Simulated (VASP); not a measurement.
# Mg12B (a cell with a defect) in VASP: further runs

Mg12B (a cell with a defect) is run at these levels: PBE; tasks: single point.

All numbers are computed with VASP 6.6.1; they aren't measurements. Logs are shortened: lines on timing, memory, paths and dates and some standing lists are left out, and cuts for length are marked.

### 1 The cell of the first run

The cell holds a defect, 13 atoms: a = 6.420 Å, b = 9.630 Å, c = 5.213 Å, α = 90.00°, β = 90.00°, γ = 120.00°.

### 2 Single point, PBE

INCAR reads:

```
SYSTEM = Mg12B
PREC     = Accurate       ! precision mode
ENCUT    = 520            ! plane-wave cutoff, eV
EDIFF    = 1E-6           ! SCF threshold, eV
ISMEAR   = 0              ! smearing method
SIGMA    = 0.05           ! smearing width, eV
LREAL    = .FALSE.        ! projectors in reciprocal space
LASPH    = .TRUE.         ! aspherical terms in the spheres
NELM     = 80             ! most SCF steps
ALGO     = Normal         ! electronic algorithm
ISIF     = 2              ! what is computed and relaxed
LWAVE    = .FALSE.        ! write WAVECAR
LCHARG   = .FALSE.        ! write CHGCAR
GGA      = PE             ! functional
NBANDS   = 26             ! bands
```

KPOINTS reads:

```
Automatic mesh
0
G
  4 3 4
  0 0 0
```

POSCAR reads:

```
Mg12B
1.0
    6.4200000000      0.0000000000      0.0000000000
   -4.8150000000      8.3398250000      0.0000000000
    0.0000000000      0.0000000000      5.2130400000
Mg B
12 1
Direct
    0.0207073742      0.0031946714      0.0012955972
    0.1619347488      0.2292930607      0.5209117904
   -0.0453554846      0.3067154287      0.0068888787
    0.1726697409      0.5577991145      0.4841984715
    0.0375056955      0.6551546345     -0.0094426669
    0.1549311812      0.8799111492      0.4943388119
    0.4890007784     -0.0085190037     -0.0119486902
    0.6370509808      0.2128553057      0.4955912481
    0.4942580782      0.3376454542      0.0142183831
    0.6677585302      0.5544383725      0.5254686325
    0.5607834125      0.6924719643      0.0127280819
    0.6752024752      0.9040880354      0.4960727330
    0.3139382043      0.4607402434      0.7973171125
```

Potentials or basis: VASP PAW PBE potentials, release 64 (Mg, B).

Command:

```console
$ cat potpaw_PBE.64/Mg/POTCAR potpaw_PBE.64/B/POTCAR > POTCAR
$ mpirun -np 1 vasp_std > vasp.out
```

OUTCAR:

```text
SYSTEM = Mg12B
   PREC = Accurate
   ENCUT = 520
   EDIFF = 1E-6
   ISMEAR = 0
   LREAL = .FALSE.
   LASPH = .TRUE.
   NELM = 80
   ISIF = 2
   GGA = PE

 ion  position               nearest neighbor table
   1  0.021  0.003  0.001-  11 2.97   7 3.07   6 3.13   9 3.14   2 3.14   3 3.16   6 3.19  12 3.22
                            12 3.26   2 3.31   7 3.36   5 3.41
   2  0.162  0.229  0.521-  13 2.41   3 3.12  12 3.13   8 3.14   4 3.14   1 3.14   9 3.17  10 3.19
                             9 3.22   3 3.24   8 3.30   1 3.31   6 3.35
   3  0.955  0.307  0.007-  13 2.30   7 3.01   8 3.10   9 3.12   2 3.12   5 3.12   1 3.16   8 3.20
                             2 3.24   4 3.26   9 3.33   4 3.44
   4  0.173  0.558  0.484-  13 2.28   5 3.01   5 3.07   2 3.14   6 3.16  10 3.20  10 3.23   3 3.26
                            11 3.27  12 3.28   8 3.38   3 3.44  11 3.50
   5  0.038  0.655  0.991-   4 3.01   4 3.07   7 3.08   3 3.12  10 3.19  11 3.20   6 3.21   6 3.24
                            11 3.26   9 3.30   1 3.41  10 3.47
   6  0.155  0.880  0.494-   1 3.13  10 3.14   8 3.15   4 3.16   7 3.17   1 3.19  12 3.20   5 3.21
                             7 3.23  12 3.23   5 3.24   2 3.35
   7  0.489  0.991  0.988-   3 3.01   1 3.07   5 3.08  12 3.12  11 3.14   8 3.16   6 3.17  12 3.19
                             6 3.23   8 3.23   9 3.32   1 3.36
   8  0.637  0.213  0.496-   3 3.10  12 3.10   9 3.11   2 3.14   6 3.15   7 3.16  10 3.20   3 3.20
                             7 3.23   9 3.27   2 3.30   4 3.38
   9  0.494  0.338  0.014-  13 2.32   8 3.11   3 3.12  10 3.12   1 3.14   2 3.17  10 3.22   2 3.22
                            11 3.22   8 3.27   5 3.30   7 3.32   3 3.33
  10  0.668  0.554  0.525-  13 2.44  11 3.10   9 3.12   6 3.14   5 3.19   2 3.19   8 3.20   4 3.20
                            11 3.21   9 3.22   4 3.23  12 3.35   5 3.47
  11  0.561  0.692  0.013-  13 2.28   1 2.97  12 3.09  10 3.10   7 3.14   5 3.20  10 3.21   9 3.22
                            12 3.23   5 3.26   4 3.27   4 3.50
  12  0.675  0.904  0.496-  11 3.09   8 3.10   7 3.12   2 3.13   7 3.19   6 3.20   1 3.22   6 3.23
                            11 3.23   1 3.26   4 3.28  10 3.35
  13  0.314  0.461  0.797-   4 2.28  11 2.28   3 2.30   9 2.32   2 2.41  10 2.44

  LATTYP: Found a simple monoclinic cell.
 ALAT       =     6.4200000000
 B/A-ratio  =     0.8120000000
 C/A-ratio  =     1.3228757108
 COS(beta)  =    -0.1889822286

  Lattice vectors:

 A1 = (   6.4200000000,   0.0000000000,   0.0000000000)
 A2 = (   0.0000000000,   0.0000000000,   5.2130400000)
 A3 = (  -1.6050000000,  -8.3398250000,   0.0000000000)

Analysis of symmetry for initial positions (statically):
=====================================================================
 Subroutine PRICEL returns:
 Original cell was already a primitive cell.

 Routine SETGRP: Setting up the symmetry group for a
 simple monoclinic supercell.

 Subroutine GETGRP returns: Found  1 space group operations
 (whereof  1 operations were pure point group operations)
 out of a pool of  4 trial point group operations.

The static configuration has the point symmetry C_1 .

Analysis of symmetry for dynamics (positions and initial velocities):
=====================================================================
 Subroutine PRICEL returns:
 Original cell was already a primitive cell.

 Routine SETGRP: Setting up the symmetry group for a
 simple monoclinic supercell.

 Subroutine GETGRP returns: Found  1 space group operations
 (whereof  1 operations were pure point group operations)
 out of a pool of  4 trial point group operations.

The dynamic configuration has the point symmetry C_1 .

 Subroutine INISYM returns: Found  1 space group operations
 (whereof  1 operations are pure point group operations),
 and found     1 'primitive' translations

----------------------------------------------------------------------------------------

                                     Primitive cell

  volume of cell :     279.1149

  direct lattice vectors                    reciprocal lattice vectors
     6.420000000  0.000000000  0.000000000     0.155763240  0.089929945  0.000000000
    -4.815000000  8.339825000  0.000000000     0.000000000  0.119906593  0.000000000
     0.000000000  0.000000000  5.213040000     0.000000000  0.000000000  0.191826650

  length of vectors
     6.420000000  9.630000313  5.213040000     0.179859895  0.119906593  0.191826650

  position of ions in fractional coordinates (direct lattice)
     0.020707374  0.003194671  0.001295597
     0.161934749  0.229293061  0.520911790
     0.954644515  0.306715429  0.006888879
     0.172669741  0.557799114  0.484198472
     0.037505696  0.655154635  0.990557333
     0.154931181  0.879911149  0.494338812
     0.489000778  0.991480996  0.988051310
     0.637050981  0.212855306  0.495591248
     0.494258078  0.337645454  0.014218383
     0.667758530  0.554438373  0.525468633
     0.560783413  0.692471964  0.012728082
     0.675202475  0.904088035  0.496072733
     0.313938204  0.460740243  0.797317112

  ion indices of the primitive-cell ions
   primitive index   ion index
                 1           1
                 2           2
                 3           3
                 4           4
                 5           5
                 6           6
                 7           7
                 8           8
                 9           9
                10          10
                11          11
                12          12
                13          13

----------------------------------------------------------------------------------------

 KPOINTS: Automatic mesh

Automatic generation of k-mesh.
 Grid dimensions read from file:
 generate k-points for:    4    3    4

 Generating k-lattice:

  Cartesian coordinates                     Fractional coordinates (reciprocal lattice)
     0.038940810  0.022482486  0.000000000     0.250000000  0.000000000  0.000000000
     0.000000000  0.039968864  0.000000000     0.000000000  0.333333333  0.000000000
     0.000000000  0.000000000  0.047956663     0.000000000  0.000000000  0.250000000

  Length of vectors
     0.044964974  0.039968864  0.047956663

  Shift w.r.t. Gamma in fractional coordinates (k-lattice)
     0.000000000  0.000000000  0.000000000

 Subroutine IBZKPT returns following result:
 ===========================================

 Found     26 irreducible k-points:

 Following reciprocal coordinates:
            Coordinates               Weight
  0.000000  0.000000  0.000000      1.000000
  0.250000  0.000000  0.000000      2.000000
  0.500000  0.000000  0.000000      1.000000
  0.000000  0.333333  0.000000      2.000000
  0.250000  0.333333  0.000000      2.000000
  0.500000  0.333333  0.000000      2.000000
[... 16 lines left out ...]
  0.000000  0.333333  0.500000      2.000000
  0.250000  0.333333  0.500000      2.000000
 [... further k-points ...]
   k-points           NKPTS =     26   k-points in BZ     NKDIM =     26   number of bands    NBANDS=     26
   number of dos      NEDOS =    301   number of ions     NIONS =     13
   total plane-waves  NPLWV = 138240
   dimension x,y,z NGX =    48 NGY =   72 NGZ =   40
   dimension x,y,z NGXF=    96 NGYF=  144 NGZF=   80
   ions per type =              12   1
   NGX,Y,Z   is equivalent  to a cutoff of  12.43, 12.43, 12.76 a.u.
   NGXF,Y,Z  is equivalent  to a cutoff of  24.86, 24.86, 25.51 a.u.
 SYSTEM =  Mg12B
   PREC   = accura    normal or accurate (medium, high low for compatibility)
   ISTART =      0    job   : 0-new  1-cont  2-samecut
   ICHARG =      2    charge: 1-file 2-atom 10-const
   ISPIN  =      1    spin polarized calculation?
   LNONCOLLINEAR =      F non collinear calculations
   LSORBIT =      F    spin-orbit coupling
   LASPH  =      T    aspherical Exc in radial PAW
   ENCUT  =  520.0 eV  38.22 Ry    6.18 a.u.  11.94 17.91  9.69*2*pi/ulx,y,z
   NELM   =     80;   NELMIN=  2; NELMDL= -5     # of ELM steps
   EDIFF  = 0.1E-05   stopping-criterion for ELM
   LREAL  =      F    real-space projection
[... 7 lines left out ...]
   TEBEG  =    0.0;   TEEND  =   0.0 temperature during run
   PSTRESS=    0.0 pullay stress
   NELECT =      27.0000    total number of electrons
   NUPDOWN=      -1.0000    fix difference up-down
   EMIN   =  10.00;   EMAX   =-10.00  energy-range for DOS
   EFERMI =   0.00;   METHOD = LEGACY
   ISMEAR =     0;   SIGMA  =   0.05  broadening in eV -4-tet -1-fermi 0-gaus
   EFERMI_NEDOS =   21; number of points for ismear=-14 and -15
   IALGO  =     38    algorithm
   IMIX   =      4    mixing-type and parameters
     AMIX     =   0.40;   BMIX     =  1.00
     AMIX_MAG =   1.60;   BMIX_MAG =  1.00
  volume/ion in A,a.u.               =      21.47       144.89
  Fermi-wavevector in a.u.,A,eV,Ry     =   0.751511  1.420149  7.684136  0.564768
  Thomas-Fermi vector in A             =   1.848508
   LORBIT       =      0    0 simple, 1 ext, 2 COOP (PROOUT), +10 PAW based schemes
   GGA     = PE    functional components
   LHFCALC =     F    Hartree Fock is set to
   AEXX    =    0.0000 exact exchange contribution
   IVDW    =     0    specifies the selected vdW correction
   LEPSILON=     F    determine dielectric tensor
   LRPA    =     F    only Hartree local field effects (RPA)
 non-spin polarized calculation
 Gauss-broadening in eV      SIGMA  =   0.05
  energy-cutoff  :      520.00
  volume of cell :      279.11
 maximum number of plane-waves:      7534
   NGX = 23   NGY = 35   NGZ = 19

 number of electron      27.0000000 magnetization

 Free energy of the ion-electron system (eV)
  ---------------------------------------------------
  ext. energy  EPLUGINS =         0.00000000
  ---------------------------------------------------
  free energy    TOTEN  =       -23.06860599 eV

  energy without entropy =      -23.06076395  energy(sigma->0) =      -23.06468497

 E-fermi :   2.7557     XC(G=0):  -8.6116

 val. band max:        2.7477210410   @ k =   0.5000   0.3333   0.0000
 cond. band min:       2.7911071531   @ k =  -0.2500   0.0000   0.2500
 fundamental gap:      0.0433861121
 Fermi energy:         2.7556865238

 k-point     1 :       0.0000    0.0000    0.0000
  band No.  band energies     occupation
      1      -5.1139      2.00000
      2      -3.1264      2.00000
      3      -2.2367      2.00000
      4      -1.1332      2.00000
      5      -0.8783      2.00000
      6       0.0881      2.00000
[... 17 lines left out ...]
     24       5.4361      0.00000
     25       5.8946      0.00000

 k-point     2 :       0.2500    0.0000    0.0000
  band No.  band energies     occupation
      1      -4.9587      2.00000
      2      -3.2304      2.00000
      3      -2.3059      2.00000
      4      -1.6522      2.00000
      5      -1.3381      2.00000
      6       0.2340      2.00000
[... 17 lines left out ...]
     24       6.0275      0.00000
     25       6.4090      0.00000
[... 586 lines left out ...]
     24       6.9825      0.00000
     25       7.2997      0.00000

 k-point    24 :       0.2500    0.3333    0.5000
  band No.  band energies     occupation
      1      -4.4510      2.00000
      2      -2.2246      2.00000
      3      -2.1822      2.00000
      4      -2.0416      2.00000
      5      -1.3720      2.00000
      6      -0.7731      2.00000
[... 17 lines left out ...]
     24       6.7240      0.00000
     25       7.1376      0.00000

 [... further k-points ...]

 [bands above 25 left out]

------------------------ aborting loop because EDIFF is reached ----------------------------------------

  FORCE on cell =-STRESS in cart. coord.  units (eV):
  Direction    XX          YY          ZZ          XY          YZ          ZX
  --------------------------------------------------------------------------------------
  -------------------------------------------------------------------------------------
  Total        0.5410363      1.7636670      1.2213741      0.0777183     -0.4059857      0.7115886
  in kB        3.1056604     10.1238138      7.0109403      0.4461191     -2.3304422      4.0846662
  external PRESSURE =       6.7468048 kB  Pullay stress =       0.0000000 kB

 VOLUME and BASIS-vectors are now :
 -----------------------------------------------------------------------------
  energy-cutoff  :      520.00
  volume of cell :      279.11
      direct lattice vectors                 reciprocal lattice vectors
     6.420000000  0.000000000  0.000000000     0.155763240  0.089929945  0.000000000
    -4.815000000  8.339825000  0.000000000     0.000000000  0.119906593  0.000000000
     0.000000000  0.000000000  5.213040000     0.000000000  0.000000000  0.191826650

 POSITION                                       TOTAL-FORCE (eV/Angst)
 -----------------------------------------------------------------------------------
      0.11756      0.02664      0.00675        -0.035985     -0.039669      0.036672
     -0.06442      1.91226      2.71553         0.001341     -0.007726      0.019667
      4.65198      2.55795      0.03591         0.061087      0.131359      0.004907
     -1.57726      4.65195      2.52415        -0.089899      0.027419      0.014365
     -2.91378      5.46387      5.16381        -0.103870      0.094330      0.022144
     -3.24211      7.33830      2.57701         0.000923      0.027913      0.022887
     -1.63460      8.26878      5.15075         0.029600      0.049565      0.016759
      3.06497      1.77518      2.58354         0.035346      0.003308      0.011801
      1.54737      2.81590      0.07412         0.062750     -0.043436      0.030573
      1.61739      4.62392      2.73929        -0.035650     -0.007527      0.036752
      0.26598      5.77509      0.06635        -0.126983     -0.079699      0.024920
     -0.01838      7.53994      2.58605        -0.006640     -0.041483      0.029211
     -0.20298      3.84249      4.15645         0.207979     -0.114355     -0.270658
 -----------------------------------------------------------------------------------
    total drift:                                0.000387     -0.000188     -0.000230

  FREE ENERGIE OF THE ION-ELECTRON SYSTEM (eV)
  ---------------------------------------------------
  free  energy   TOTEN  =       -23.0686059870 eV

  energy  without entropy=      -23.0607639454  energy(sigma->0) =      -23.06468497
```

It took 1.9 min on 1 thread of Intel Xeon 6975P-C (Granite Rapids), shared host; peak memory 0.44 GiB.

What came out:

```
Free energy            : -23.0686 eV
Pressure               : 0.7 GPa
Largest force          : 0.360 eV/Å
Band gap on the k mesh : zero (an odd number of electrons rules out a gap without spin polarisation)
```

Forces on the atoms (eV/Å):
```
Mg  -0.036 -0.040  0.037
Mg   0.001 -0.008  0.020
Mg   0.061  0.131  0.005
Mg  -0.090  0.027  0.014
Mg  -0.104  0.094  0.022
Mg   0.001  0.028  0.023
Mg   0.030  0.050  0.017
Mg   0.035  0.003  0.012
Mg   0.063 -0.043  0.031
Mg  -0.036 -0.008  0.037
Mg  -0.127 -0.080  0.025
Mg  -0.007 -0.041  0.029
B    0.208 -0.114 -0.271
```

Stress tensor (GPa, compression positive):
```
 0.31  0.04  0.41
 0.04  1.01 -0.23
 0.41 -0.23  0.70
```

Levels at points of the mesh, in eV from the Fermi level:
| k point | band 10 | band 11 | band 12 | band 13 | band 14 | band 15 | band 16 | band 17 |
| --- | --- | --- | --- | --- | --- | --- | --- | --- |
| (0.00, 0.00, 0.00) | -1.16 | -0.73 | -0.46 | -0.12 | 0.06 | 0.50 | 0.65 | 1.08 |
| (0.50, 0.00, 0.00) | -0.93 | -0.53 | -0.31 | -0.27 | -0.15 | 0.04 | 0.23 | 0.31 |
| (0.00, 0.00, 0.50) | -1.87 | -1.57 | -1.34 | -1.02 | -0.72 | -0.08 | 0.71 | 0.87 |
| (0.50, 0.00, 0.50) | -1.51 | -1.10 | -0.75 | -0.46 | 0.21 | 0.54 | 0.77 | 0.89 |

(Part 1 of 2 ends here.)

The gap in the log of VASP goes by the Fermi energy; the results here count the filled bands.